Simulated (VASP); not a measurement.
# Si3P4 (P6_3/m) in VASP: single point with PBE

Aim: the single point of Si3P4 with PBE.

Program: VASP 6.6.1. These are calculated values, not measurements. Logs are shortened: lines on timing, memory, paths and dates and some standing lists are left out, and cuts for length are marked.

### 1 The cell of the first run

Symmetry: P6_3/m, No. 176, hexagonal system. The conventional cell has a = 9.793 Å, b = 9.793 Å, c = 3.678 Å, α = 90.00°, β = 90.00°, γ = 120.00°. Si (site symmetry m) has 4 P at 2.25 to 2.26 Å within 3.0 Å. P (site symmetry -6) has 3 Si at 2.25 Å within 3.0 Å. P (site symmetry m) has 3 Si at 2.26 Å within 3.0 Å.

The cell was built from a structure type or drawn by symmetry, and may not be a known phase.

### 2 Single point, PBE

INCAR reads:

```
SYSTEM = Si3P4
PREC     = Accurate       ! precision mode
ENCUT    = 520            ! plane-wave cutoff, eV
EDIFF    = 1E-6           ! SCF threshold, eV
ISMEAR   = 0              ! smearing method
SIGMA    = 0.1            ! smearing width, eV
LREAL    = .False.        ! projectors in reciprocal space
LASPH    = .True.         ! aspherical terms in the spheres
NELM     = 100            ! most SCF steps
ALGO     = Fast           ! electronic algorithm
ISIF     = 2              ! what is computed and relaxed
LWAVE    = .False.        ! write WAVECAR
LCHARG   = .False.        ! write CHGCAR
GGA      = PE             ! functional
NBANDS   = 45             ! bands
```

KPOINTS reads:

```
Automatic mesh
0
Gamma
  6 6 10
  0 0 0
```

POSCAR reads:

```
Si3P4
1.0
    9.7928057173      0.0000000000      0.0000000000
   -4.8964028586      8.4808185255      0.0000000000
    0.0000000000      0.0000000000      3.6778024251
Si P
6 8
Direct
    0.8254226366      0.2283675786      0.7500000000
    0.5970550580      0.8254226366      0.2500000000
    0.2283675786      0.4029449420      0.2500000000
    0.7716324214      0.5970550580      0.7500000000
    0.4029449420      0.1745773634      0.7500000000
    0.1745773634      0.7716324214      0.2500000000
    0.6666666667      0.3333333333      0.7500000000
    0.3333333333      0.6666666667      0.2500000000
    0.6300729858      0.9735210613      0.7500000000
    0.6565519245      0.6300729858      0.2500000000
    0.9735210613      0.3434480755      0.2500000000
    0.0264789387      0.6565519245      0.7500000000
    0.3699270142      0.0264789387      0.2500000000
    0.3434480755      0.3699270142      0.7500000000
```

Potentials or basis: VASP PAW PBE potentials, release 64 (Si, P).

Run with:

```console
> cat potpaw_PBE.64/Si/POTCAR potpaw_PBE.64/P/POTCAR > POTCAR
> mpirun -np 1 vasp_std > vasp.out
```

OUTCAR:

```text
SYSTEM = Si3P4
   PREC = Accurate
   ENCUT = 520
   EDIFF = 1E-6
   ISMEAR = 0
   LREAL = .False.
   LASPH = .True.
   NELM = 100
   ISIF = 2
   GGA = PE

 ion  position               nearest neighbor table
   1  0.825  0.228  0.750-   7 2.25   9 2.26  11 2.26  11 2.26
   2  0.597  0.825  0.250-   8 2.25  10 2.26   9 2.26   9 2.26
   3  0.228  0.403  0.250-   8 2.25  11 2.26  14 2.26  14 2.26
   4  0.772  0.597  0.750-   7 2.25  12 2.26  10 2.26  10 2.26
   5  0.403  0.175  0.750-   7 2.25  14 2.26  13 2.26  13 2.26
   6  0.175  0.772  0.250-   8 2.25  13 2.26  12 2.26  12 2.26
   7  0.667  0.333  0.750-   1 2.25   5 2.25   4 2.25
   8  0.333  0.667  0.250-   6 2.25   2 2.25   3 2.25
   9  0.630  0.974  0.750-   1 2.26   2 2.26   2 2.26
  10  0.657  0.630  0.250-   2 2.26   4 2.26   4 2.26
  11  0.974  0.343  0.250-   3 2.26   1 2.26   1 2.26
  12  0.026  0.657  0.750-   4 2.26   6 2.26   6 2.26
  13  0.370  0.026  0.250-   6 2.26   5 2.26   5 2.26
  14  0.343  0.370  0.750-   5 2.26   3 2.26   3 2.26

  LATTYP: Found a hexagonal cell.
 ALAT       =     9.7928057173
 C/A-ratio  =     0.3755616655

  Lattice vectors:

 A1 = (   9.7928057173,   0.0000000000,   0.0000000000)
 A2 = (  -4.8964028586,   8.4808185255,   0.0000000000)
 A3 = (   0.0000000000,   0.0000000000,   3.6778024251)

Analysis of symmetry for initial positions (statically):
=====================================================================
 Subroutine PRICEL returns:
 Original cell was already a primitive cell.

 Routine SETGRP: Setting up the symmetry group for a
 hexagonal supercell.

 Subroutine GETGRP returns: Found 12 space group operations
 (whereof  6 operations were pure point group operations)
 out of a pool of 24 trial point group operations.

The static configuration has the point symmetry S_6 .
 The point group associated with its full space group is C_6h.

Analysis of symmetry for dynamics (positions and initial velocities):
=====================================================================
 Subroutine PRICEL returns:
 Original cell was already a primitive cell.

 Routine SETGRP: Setting up the symmetry group for a
 hexagonal supercell.

 Subroutine GETGRP returns: Found 12 space group operations
 (whereof  6 operations were pure point group operations)
 out of a pool of 24 trial point group operations.

The dynamic configuration has the point symmetry S_6 .
 The point group associated with its full space group is C_6h.

 Subroutine INISYM returns: Found 12 space group operations
 (whereof  6 operations are pure point group operations),
 and found     1 'primitive' translations
[... 137 lines left out ...]
   IMIX   =      4    mixing-type and parameters
     AMIX     =   0.40;   BMIX     =  1.00
     AMIX_MAG =   1.60;   BMIX_MAG =  1.00
  volume/ion in A,a.u.               =      21.82       147.23
  Fermi-wavevector in a.u.,A,eV,Ry     =   0.972352  1.837480 12.863891  0.945469
  Thomas-Fermi vector in A             =   2.102644
   LORBIT       =      0    0 simple, 1 ext, 2 COOP (PROOUT), +10 PAW based schemes
   GGA     = PE    functional components
   LHFCALC =     F    Hartree Fock is set to
   AEXX    =    0.0000 exact exchange contribution
   IVDW    =     0    specifies the selected vdW correction
   LEPSILON=     F    determine dielectric tensor
   LRPA    =     F    only Hartree local field effects (RPA)
 non-spin polarized calculation
 RMM-DIIS sequential band-by-band and
 Gauss-broadening in eV      SIGMA  =   0.10
  energy-cutoff  :      520.00
  volume of cell :      305.45
 maximum number of plane-waves:      8274
 NGX is ok and might be reduce to    80
   NGX = 37   NGY = 37   NGZ = 13

 number of electron      64.0000000 magnetization

 Free energy of the ion-electron system (eV)
  ---------------------------------------------------
  ext. energy  EPLUGINS =         0.00000000
  ---------------------------------------------------
  free energy    TOTEN  =       -74.51689334 eV

  energy without entropy =      -74.51077569  energy(sigma->0) =      -74.51383451

 E-fermi :   5.4737     XC(G=0):  -8.8912

 val. band max:        5.4645805749   @ k =   0.1667   0.0000   0.0000
 cond. band min:       5.4844791322   @ k =   0.0000   0.0000   0.0000
 fundamental gap:      0.0198985573
 Fermi energy:         5.4736777246

 k-point     1 :       0.0000    0.0000    0.0000
  band No.  band energies     occupation
      1      -8.9077      2.00000
      2      -7.6434      2.00000
      3      -7.6434      2.00000
      4      -7.4165      2.00000
      5      -7.4165      2.00000
      6      -7.3699      2.00000
[... 1117 lines left out ...]
     43       8.4040      0.00000
     44       8.4700      0.00000

 [... further k-points ...]

 [bands above 44 left out]

------------------------ aborting loop because EDIFF is reached ----------------------------------------

  FORCE on cell =-STRESS in cart. coord.  units (eV):
  Direction    XX          YY          ZZ          XY          YZ          ZX
  --------------------------------------------------------------------------------------
  -------------------------------------------------------------------------------------
  Total       -0.2738711     -0.2738711     -0.3251833      0.0000001      0.0000000      0.0000000
  in kB       -1.4365589     -1.4365589     -1.7057111      0.0000005      0.0000000      0.0000000
  external PRESSURE =      -1.5262763 kB  Pullay stress =       0.0000000 kB

 VOLUME and BASIS-vectors are now :
 -----------------------------------------------------------------------------
  energy-cutoff  :      520.00
  volume of cell :      305.45
      direct lattice vectors                 reciprocal lattice vectors
     9.792805717  0.000000000  0.000000000     0.102115781  0.058956573  0.000000000
    -4.896402859  8.480818526  0.000000000     0.000000000  0.117913147  0.000000000
     0.000000000  0.000000000  3.677802425     0.000000000  0.000000000  0.271901501

 POSITION                                       TOTAL-FORCE (eV/Angst)
 -----------------------------------------------------------------------------------
      6.96502      1.93674      2.75835        -0.002343      0.001508     -0.000000
      1.80524      7.00026      0.91945        -0.002478     -0.001275      0.000000
      0.26338      3.41730      0.91945         0.000135      0.002783     -0.000000
      4.63302      5.06352      2.75835        -0.000135     -0.002783     -0.000000
      3.09116      1.48056      2.75835         0.002478      0.001275     -0.000000
     -2.06862      6.54407      0.91945         0.002343     -0.001508      0.000000
      4.89640      2.82694      2.75835        -0.000000      0.000000      0.000000
     -0.00000      5.65388      0.91945         0.000000      0.000000      0.000000
      1.40343      8.25626      2.75835         0.005126     -0.001665     -0.000000
      3.34439      5.34353      0.91945         0.004005      0.003606     -0.000000
      7.85184      2.91272      0.91945         0.001121     -0.005271      0.000000
     -2.95544      5.56810      2.75835        -0.001121      0.005271     -0.000000
      3.49297      0.22456      0.91945        -0.005126      0.001665      0.000000
      1.55201      3.13728      2.75835        -0.004005     -0.003606     -0.000000
 -----------------------------------------------------------------------------------
    total drift:                               -0.000000      0.000000     -0.000000

  FREE ENERGIE OF THE ION-ELECTRON SYSTEM (eV)
  ---------------------------------------------------
  free  energy   TOTEN  =       -74.5168933356 eV

  energy  without entropy=      -74.5107756895  energy(sigma->0) =      -74.51383451
```

OSZICAR:

```text
N       E                     dE             d eps       ncg     rms          rms(c)
DAV:   1     0.236375379408E+03    0.23638E+03   -0.25284E+04  4320   0.119E+03
DAV:   2    -0.531697173044E+02   -0.28955E+03   -0.27455E+03  5370   0.189E+02
DAV:   3    -0.753841772190E+02   -0.22214E+02   -0.21620E+02  5560   0.510E+01
DAV:   4    -0.760910857359E+02   -0.70691E+00   -0.70120E+00  5904   0.101E+01
DAV:   5    -0.761136470813E+02   -0.22561E-01   -0.22528E-01  5653   0.170E+00    0.155E+01
RMM:   6    -0.747644620557E+02    0.13492E+01   -0.19607E+00  4506   0.348E+00    0.942E+00
RMM:   7    -0.745622513561E+02    0.20221E+00   -0.22637E+00  4757   0.389E+00    0.211E+00
RMM:   8    -0.745409656299E+02    0.21286E-01   -0.48333E-01  4532   0.212E+00    0.689E-01
RMM:   9    -0.745144683170E+02    0.26497E-01   -0.47787E-02  5315   0.815E-01    0.428E-01
RMM:  10    -0.745178869737E+02   -0.34187E-02   -0.51460E-02  5374   0.518E-01    0.296E-01
RMM:  11    -0.745165857937E+02    0.13012E-02   -0.10456E-02  4931   0.322E-01    0.111E-01
RMM:  12    -0.745168452919E+02   -0.25950E-03   -0.15664E-03  5584   0.139E-01    0.377E-02
RMM:  13    -0.745168874783E+02   -0.42186E-04   -0.39145E-04  6338   0.675E-02    0.326E-02
RMM:  14    -0.745168896736E+02   -0.21953E-05   -0.10732E-04  5554   0.305E-02    0.844E-03
RMM:  15    -0.745168938644E+02   -0.41908E-05   -0.53292E-05  5581   0.187E-02    0.104E-02
RMM:  16    -0.745168933356E+02    0.52874E-06   -0.66620E-06  4779   0.863E-03
   1 F= -.74516893E+02 E0= -.74513835E+02  d E =-.611765E-02
```

stdout:

```text
POSCAR found type information on POSCAR SiP
 POSCAR found :  2 types and      14 ions
 scaLAPACK will be used
 LDA part: xc-table for (Slater+PW92), standard interpolation
 POSCAR, INCAR and KPOINTS ok, starting setup
 FFT: planning ... GRIDC
 FFT: planning ... GRID_SOFT
 FFT: planning ... GRID
 WAVECAR not read
 entering main loop
```

Wall time 9 min (1 thread of Intel Xeon 6975P-C (Granite Rapids), shared host); peak memory 0.72 GiB.

Results:

```
Free energy   : -74.5169 eV
Pressure      : -0.2 GPa
Largest force : 0.005 eV/Å
```

Forces on the atoms (eV/Å):
```
Si  -0.002  0.002  0.000
Si  -0.002 -0.001  0.000
Si   0.000  0.003  0.000
Si   0.000 -0.003  0.000
Si   0.002  0.001  0.000
Si   0.002 -0.002  0.000
P    0.000  0.000  0.000
P    0.000  0.000  0.000
P    0.005 -0.002  0.000
P    0.004  0.004  0.000
P    0.001 -0.005  0.000
P   -0.001  0.005  0.000
P   -0.005  0.002  0.000
P   -0.004 -0.004  0.000
```
